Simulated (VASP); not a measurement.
# AlNi (P4/mmm) in VASP: notebook

AlNi is run at these levels: PBE; tasks: elastic constants, single point.

All numbers are computed with VASP 6.6.1; they aren't measurements. Logs are shortened: lines on timing, memory, paths and dates and some standing lists are left out, and cuts for length are marked.

## Step 1: The cell of the first run

The typed cell holds 2 atoms: a = 2.894 Å, b = 2.894 Å, c = 2.895 Å, α = 90.00°, β = 90.00°, γ = 90.00°.

## Step 2: Elastic constants, PBE

INCAR reads:

```
SYSTEM = AlNi
ALGO = Fast
EDIFF = 1E-8
ENCUT = 600
GGA = PE
IBRION = 6
ISIF = 3
ISMEAR = -1
LASPH = .True.
LCHARG = .False.
LREAL = .False.
LWAVE = .False.
NBANDS = 14
NELM = 100
NFREE = 2
NSW = 1
POTIM = 0.015
PREC = Accurate
SIGMA = 0.15
```

KPOINTS reads:

```
k-points
0
Gamma
  5 5 4
  0 0 0
```

POSCAR reads:

```
AlNi
1.0
    2.0460877257     -2.0460877257      0.0000000000
    2.0460877257      2.0460877257      0.0000000000
    0.0000000000      0.0000000000      2.8954166639
Al Ni
1 1
Direct
    0.0000000000      0.0000000000      0.0000000000
    0.5000000000      0.5000000000      0.5000000000
```

Potentials or basis: VASP PAW PBE potentials, release 64 (Al, Ni).

On the command line:

```
cat potpaw_PBE.64/Al/POTCAR potpaw_PBE.64/Ni/POTCAR > POTCAR
mpirun -np 1 vasp_std > vasp.out
```

OUTCAR:

```text
SYSTEM = AlNi
   EDIFF = 1E-8
   ENCUT = 600
   GGA = PE
   IBRION = 6
   ISIF = 3
   ISMEAR = -1
   LASPH = .True.
   LREAL = .False.
   NELM = 100
   NFREE = 2
   NSW = 1
   POTIM = 0.015
   PREC = Accurate

 ion  position               nearest neighbor table
   1  0.000  0.000  0.000-   2 2.51   2 2.51   2 2.51   2 2.51   2 2.51   2 2.51   2 2.51   2 2.51

   2  0.500  0.500  0.500-   1 2.51   1 2.51   1 2.51   1 2.51   1 2.51   1 2.51   1 2.51   1 2.51

  LATTYP: Found a simple tetragonal cell.
 ALAT       =     2.8936050115
 C/A-ratio  =     1.0006260884

  Lattice vectors:

 A1 = (   2.0460877257,  -2.0460877257,   0.0000000000)
 A2 = (   2.0460877257,   2.0460877257,   0.0000000000)
 A3 = (   0.0000000000,   0.0000000000,   2.8954166639)

Analysis of symmetry for initial positions (statically):
=====================================================================
 Subroutine PRICEL returns:
 Original cell was already a primitive cell.

 Routine SETGRP: Setting up the symmetry group for a
 simple tetragonal supercell.

 Subroutine GETGRP returns: Found 16 space group operations
 (whereof 16 operations were pure point group operations)
 out of a pool of 16 trial point group operations.

The static configuration has the point symmetry D_4h.

Analysis of symmetry for dynamics (positions and initial velocities):
=====================================================================
 Subroutine PRICEL returns:
 Original cell was already a primitive cell.

 Routine SETGRP: Setting up the symmetry group for a
 simple tetragonal supercell.

 Subroutine GETGRP returns: Found 16 space group operations
 (whereof 16 operations were pure point group operations)
 out of a pool of 16 trial point group operations.

The dynamic configuration has the point symmetry D_4h.

 Subroutine INISYM returns: Found 16 space group operations
 (whereof 16 operations are pure point group operations),
 and found     1 'primitive' translations

----------------------------------------------------------------------------------------

                                     Primitive cell

  volume of cell :      24.2432

  direct lattice vectors                    reciprocal lattice vectors
     2.046087726 -2.046087726  0.000000000     0.244368799 -0.244368799  0.000000000
     2.046087726  2.046087726  0.000000000     0.244368799  0.244368799  0.000000000
     0.000000000  0.000000000  2.895416664     0.000000000  0.000000000  0.345373435

  length of vectors
     2.893605011  2.893605011  2.895416664     0.345589670  0.345589670  0.345373435

  position of ions in fractional coordinates (direct lattice)
     0.000000000  0.000000000  0.000000000
     0.500000000  0.500000000  0.500000000

  ion indices of the primitive-cell ions
   primitive index   ion index
                 1           1
                 2           2

----------------------------------------------------------------------------------------

 KPOINTS: k-points

Automatic generation of k-mesh.
 Grid dimensions read from file:
 generate k-points for:    5    5    4

 Generating k-lattice:

  Cartesian coordinates                     Fractional coordinates (reciprocal lattice)
     0.048873760 -0.048873760  0.000000000     0.200000000  0.000000000  0.000000000
     0.048873760  0.048873760  0.000000000     0.000000000  0.200000000  0.000000000
     0.000000000  0.000000000  0.086343359     0.000000000  0.000000000  0.250000000

  Length of vectors
[... 104 lines left out ...]
  --------------------------------------------------------------------------------------
  -------------------------------------------------------------------------------------
  Total        0.1412295      0.1412295     -0.3126878      0.0000000      0.0000000      0.0000000
  in kB        9.3335391      9.3335391    -20.6648331      0.0000000      0.0000000      0.0000000
  external PRESSURE =      -0.6659183 kB  Pullay stress =       0.0000000 kB
[... 89 lines left out ...]
  FREE ENERGIE OF THE ION-ELECTRON SYSTEM (eV)
  ---------------------------------------------------
  free  energy   TOTEN  =       -10.5826388930 eV

  energy  without entropy=      -10.5218444612  energy(sigma->0) =      -10.55224168

 E-fermi :  10.0608     XC(G=0): -12.0534

 val. band max:       10.0050912592   @ k =   0.4000   0.2000   0.2500
 cond. band min:      10.4135854546   @ k =   0.4000   0.4000   0.2500
 fundamental gap:      0.4084941954
 Fermi energy:        10.0607681193

 k-point     1 :       0.0000    0.0000    0.0000
  band No.  band energies     occupation
      1      -1.1039      2.00000
      2       6.8220      2.00000
      3       6.8463      2.00000
      4       8.4968      1.99994
      5       8.5459      1.99992
      6       8.5459      1.99992
      7      15.3779      0.00000
      8      15.3779      0.00000
      9      15.9004      0.00000
     10      18.1189      0.00000
     11      18.2308      0.00000
     12      23.8253      0.00000
     13      31.0711      0.00000
     14      31.1053      0.00000
[... 275 lines left out ...]
      1       5.6510      2.00000
      2       6.0464      2.00000
      3       6.1199      2.00000
      4       8.6952      1.99978
      5       8.8688      1.99929
      6      10.4962      0.10399
      7      10.8213      0.01248
      8      12.7616      0.00000
      9      13.9073      0.00000
     10      14.6742      0.00000
     11      15.4428      0.00000
     12      16.8606      0.00000
     13      19.3931      0.00000
     14      35.0762      0.00000

[... ionic steps 4 to 18 ...]

--------------------------------------- Ionic step       19  -------------------------------------------

 number of electron      13.0000008 magnetization

------------------------ aborting loop because EDIFF is reached ----------------------------------------
[... 67 lines left out ...]
--------------------------------------- Ionic step       21  -------------------------------------------

 number of electron      13.0000009 magnetization

 Free energy of the ion-electron system (eV)
  ---------------------------------------------------
  ext. energy  EPLUGINS =         0.00000000
  ---------------------------------------------------
  free energy    TOTEN  =       -10.58973090 eV

  energy without entropy =      -10.52889050  energy(sigma->0) =      -10.55931070

 E-fermi :   9.8867     XC(G=0): -11.9810

 val. band max:        9.8362151652   @ k =   0.4000   0.2000   0.2500
 cond. band min:      10.2399306415   @ k =   0.4000   0.4000   0.2500
 fundamental gap:      0.4037154763
 Fermi energy:         9.8867422522

 k-point     1 :       0.0000    0.0000    0.0000
  band No.  band energies     occupation
      1      -1.1922      2.00000
      2       6.7051      2.00000
      3       6.7074      2.00000
      4       8.3593      1.99992
      5       8.3593      1.99992
      6       8.3593      1.99992
      7      15.2739      0.00000
      8      15.2951      0.00000
      9      15.2951      0.00000
     10      17.9304      0.00000
     11      17.9348      0.00000
     12      23.3447      0.00000
     13      30.6081      0.00000
     14      30.6098      0.00000
[... 316 lines left out ...]
  FREE ENERGIE OF THE ION-ELECTRON SYSTEM (eV)
  ---------------------------------------------------
  free  energy   TOTEN  =       -10.5897309046 eV

  energy  without entropy=      -10.5288904983  energy(sigma->0) =      -10.55931070

 INTERNAL STRAIN TENSORS FROM STRAINED CELLS
 ============================================

 INTERNAL STRAIN TENSOR FOR ION    1 for displacements in x,y,z  (eV/Angst):
          X           Y           Z          XY          YZ          ZX
  --------------------------------------------------------------------------------
  x    -0.00000    -0.00000    -0.00000    -0.00000    -0.00000    -0.00000
  y     0.00000     0.00000    -0.00000     0.00000     0.00000     0.00000
  z     0.00000     0.00000     0.00000     0.00000     0.00000     0.00000

 INTERNAL STRAIN TENSORS FROM DISPLACED ATOMS
 ============================================

 INTERNAL STRAIN TENSOR FOR ION    1 for displacements in x,y,z  (eV/Angst):
          X           Y           Z          XY          YZ          ZX
  --------------------------------------------------------------------------------
  x     0.00000     0.00000     0.00000     0.00000     0.00000     0.00000
  y     0.00000     0.00000     0.00000     0.00000     0.00000     0.00000
  z     0.00000     0.00000     0.00000     0.00000     0.00000     0.00000

 INTERNAL STRAIN TENSOR FOR ION    2 for displacements in x,y,z  (eV/Angst):
          X           Y           Z          XY          YZ          ZX
  --------------------------------------------------------------------------------
  x     0.00000     0.00000     0.00000     0.00000     0.00000     0.00000
  y     0.00000     0.00000     0.00000     0.00000     0.00000     0.00000
  z     0.00000     0.00000     0.00000     0.00000     0.00000     0.00000

 Eigenvectors and eigenvalues of the dynamical matrix
 ----------------------------------------------------

   1 f  =    8.691847 THz    54.612483 2PiTHz  289.928794 cm-1    35.946573 meV
             X         Y         Z           dx          dy          dz
      0.000000  0.000000  0.000000    -0.827537    0.000000    0.000000
      2.046088  0.000000  1.447708     0.561411    0.000000    0.000000
[... 21 lines left out ...]
   6 f/i=    0.003414 THz     0.021454 2PiTHz    0.113894 cm-1     0.014121 meV
             X         Y         Z           dx          dy          dz
      0.000000  0.000000  0.000000     0.000000    0.000000    0.561520
      2.046088  0.000000  1.447708     0.000000    0.000000    0.827463

--------------------------------------------------------------------------------------------------------

 ELASTIC MODULI CONTR FROM IONIC RELAXATION (kBar)
 Direction    XX          YY          ZZ          XY          YZ          ZX
 --------------------------------------------------------------------------------
 XX           0.0000      0.0000      0.0000      0.0000      0.0000      0.0000
 YY           0.0000      0.0000      0.0000      0.0000      0.0000      0.0000
 ZZ           0.0000      0.0000      0.0000      0.0000      0.0000      0.0000
 XY           0.0000      0.0000      0.0000      0.0000      0.0000      0.0000
 YZ           0.0000      0.0000      0.0000      0.0000      0.0000      0.0000
 ZX           0.0000      0.0000      0.0000      0.0000      0.0000      0.0000
 --------------------------------------------------------------------------------

 TOTAL ELASTIC MODULI (kBar)
 Direction    XX          YY          ZZ          XY          YZ          ZX
 --------------------------------------------------------------------------------
 XX        2937.0408    685.1911   1144.6755      0.0000     -0.0000      0.0000
 YY         685.1911   2937.0408   1144.6755      0.0000     -0.0000      0.0000
 ZZ        1144.6755   1144.6755   2442.6144      0.0000      0.0000     -0.0000
 XY           0.0000      0.0000      0.0000    329.0969      0.0000      0.0000
 YZ          -0.0000     -0.0000      0.0000      0.0000   1201.3714      0.0000
 ZX           0.0000      0.0000     -0.0000      0.0000      0.0000   1201.3715
 --------------------------------------------------------------------------------
```

Run time: 70 s. Hardware: 1 thread of Intel Xeon 6975P-C (Granite Rapids), shared host; peak memory 0.17 GiB.

Results:

```
Voigt bulk modulus            : 159 GPa
Highest phonon frequency at Γ : 290 cm⁻¹
```

Phonon frequencies in cm⁻¹ (negative: imaginary):
| q point | frequencies |
| --- | --- |
| (0.000, 0.000, 0.000) | 0 0 0 288 290 290 |

Elastic tensor in Voigt notation (GPa, in the Cartesian axes of the cell as first typed):
```
294  69 114   0   0   0
 69 294 114   0   0   0
114 114 244   0   0   0
  0   0   0 120   0   0
  0   0   0   0 120   0
  0   0   0   0   0  33
```

Clamped-ion elastic tensor (GPa):
```
294  69 114   0   0   0
 69 294 114   0   0   0
114 114 244   0   0   0
  0   0   0 120   0   0
  0   0   0   0 120   0
  0   0   0   0   0  33
```

Caveat: the k points lie up to 0.54 Å⁻¹ apart.

## Step 3: Single point, PBE

POSCAR reads:

```
AlNi
1.0
    2.0428069415     -2.0428126720      0.0000000000
    2.0428069415      2.0428126720      0.0000000000
    0.0000000000      0.0000000000      2.9011416492
Al Ni
1 1
Direct
    0.0000000000      0.0000000000      0.0000000000
    0.5000000000      0.5000000000      0.5000000000
```

INCAR.step1 reads:

```
PREC = Accurate
ENCUT = 520
EDIFF = 1E-6
ISMEAR = 0
SIGMA = 0.1
LREAL = F
LASPH = T
NELM = 100
ALGO = Fast
ISIF = 2
LWAVE = F
LCHARG = T
LMAXMIX = 4
GGA = PE
NBANDS = 14
```

KPOINTS.step1 reads:

```
regular mesh
0
Gamma
  16 16 14
```

INCAR.step2 reads:

```
PREC = Accurate
ENCUT = 520
EDIFF = 1E-6
ISMEAR = -5
SIGMA = 0.1
LREAL = F
LASPH = T
NELM = 100
ALGO = Fast
ISIF = 2
LWAVE = F
LCHARG = F
LMAXMIX = 4
GGA = PE
LORBIT = 11
NBANDS = 14
NEDOS = 2001
ICHARG = 11
```

KPOINTS.step2 reads:

```
regular mesh
0
Gamma
  24 24 21
```

Potentials or basis: VASP PAW PBE potentials, release 64 (Al, Ni).

On the command line:

```
cat potpaw_PBE.64/Al/POTCAR potpaw_PBE.64/Ni/POTCAR > POTCAR
cp INCAR.step1 INCAR
cp KPOINTS.step1 KPOINTS
mpirun -np 1 vasp_std > vasp.out
cp INCAR.step2 INCAR
cp KPOINTS.step2 KPOINTS
mpirun -np 1 vasp_std > vasp.out
```

Run time: 5.1 min. Hardware: 1 thread of Intel Xeon 8259CL, shared host; peak memory 0.47 GiB.

The run converged. Its results:

* Valence electrons inside the program's atomic spheres: Al 0.79; Ni 9.44

Levels at points of the mesh, in eV from the Fermi level:
```
           k point  band 3  band 4  band 5  band 6  band 7  band 8  band 9  band 10  band 11  band 12
(0.00, 0.00, 0.00)   -3.17   -1.52   -1.52   -1.51    5.35    5.49    5.49     8.07     8.10    13.52
(0.50, 0.00, 0.00)   -2.70   -2.22   -2.20   -1.43   -0.63    8.26    9.87    10.01    10.69    10.81
(0.50, 0.50, 0.00)   -2.83   -2.83   -2.05   -2.05   -0.99    1.49    2.43    12.07    14.97    14.97
```

Caveat: tetrahedron occupations give inexact forces and stress in metals. Spin polarisation is off, so any magnetic state and its effect on volume and gap are missing.

## Step 4: Elastic constants, PBE

INCAR reads:

```
PREC     = Accurate       # precision mode
ENCUT    = 600            # plane-wave cutoff, eV
EDIFF    = 1E-8           # SCF threshold, eV
ISMEAR   = -1             # smearing method
SIGMA    = 0.15           # smearing width, eV
LREAL    = F              # projectors in reciprocal space
LASPH    = T              # aspherical terms in the spheres
NELM     = 100            # most SCF steps
ALGO     = Fast           # electronic algorithm
ISIF     = 3              # what is computed and relaxed
LWAVE    = F              # write WAVECAR
LCHARG   = F              # write CHGCAR
GGA      = PE             # functional
IBRION   = 6              # ionic algorithm
NFREE    = 2            
POTIM    = 0.015          # step
NSW      = 1              # ionic steps
```

KPOINTS reads:

```
regular mesh
0
Gamma
  16 16 14
```

POSCAR reads:

```
AlNi
1.0
    2.0460877322     -2.0460877322      0.0000000000
    2.0460877322      2.0460877322      0.0000000000
    0.0000000000      0.0000000000      2.8954166534
Al Ni
1 1
Direct
    0.0000000000      0.0000000000      0.0000000000
    0.5000000000      0.5000000000      0.5000000000
```

On the command line:

```
cat potpaw_PBE.64/Al/POTCAR potpaw_PBE.64/Ni/POTCAR > POTCAR
mpirun -np 1 vasp_std > vasp.out
```

Run time: 65 min. Hardware: 1 thread of Oxide Virtual Turin-like, shared host; peak memory 0.65 GiB.

It converged, with:

```
Voigt bulk modulus            : 158 GPa
Highest phonon frequency at Γ : 289 cm⁻¹
```

Phonon frequencies in cm⁻¹ (negative: imaginary):
```csv
q point,frequencies
"(0.000, 0.000, 0.000)",0 0 0 289 289 289
```

Elastic tensor in Voigt notation (GPa, in the Cartesian axes of the cell as first typed):
```
286  52 135   0   0   0
 52 286 135   0   0   0
135 135 205   0   0   0
  0   0   0 117   0   0
  0   0   0   0 117   0
  0   0   0   0   0  34
```

Clamped-ion elastic tensor (GPa):
```
286  52 135   0   0   0
 52 286 135   0   0   0
135 135 205   0   0   0
  0   0   0 117   0   0
  0   0   0   0 117   0
  0   0   0   0   0  34
```

Spin polarisation is off, so any magnetic state and its effect on volume and gap are missing.
